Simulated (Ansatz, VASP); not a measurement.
## One calculation of Ir, two programs

```
Ir
1.0
     0.00000    1.83575    1.83575
     1.83575    0.00000    1.83575
     1.83575    1.83575    0.00000
Ir
1
Direct
  0.00000 0.00000 0.00000
```

Change from the starting cell: volume scaled by 0.88, crystal datasets.

Alike in both runs: task single point; functional PBEsol; k mesh 19 × 19 × 19; occupations fermi-dirac, width 0.08 eV; no spin polarisation.

|  | VASP | Ansatz |
| --- | --- | --- |
| version | VASP 6.6.1 | Ansatz 0.2.0 |
| potentials or method | VASP PAW PBE potentials, release 64 (Ir), cutoff 500 eV | all-electron PAW with datasets made for the crystal, scalar-relativistic |

VASP gave:

```
pressure (GPa) : 70.3
```

**Question.** Estimate Ansatz's values.

**Answer.** Pressure (GPa): 67.6.

VASP's potentials were made for PBE, not for PBEsol. Both programs put the cell under a high pressure, so it lies far from rest at this level. Ansatz ran all-electron here, and VASP with PAW potentials.

Spin-orbit coupling is off throughout. Noted on VASP's run: the cell as given lies far from equilibrium.
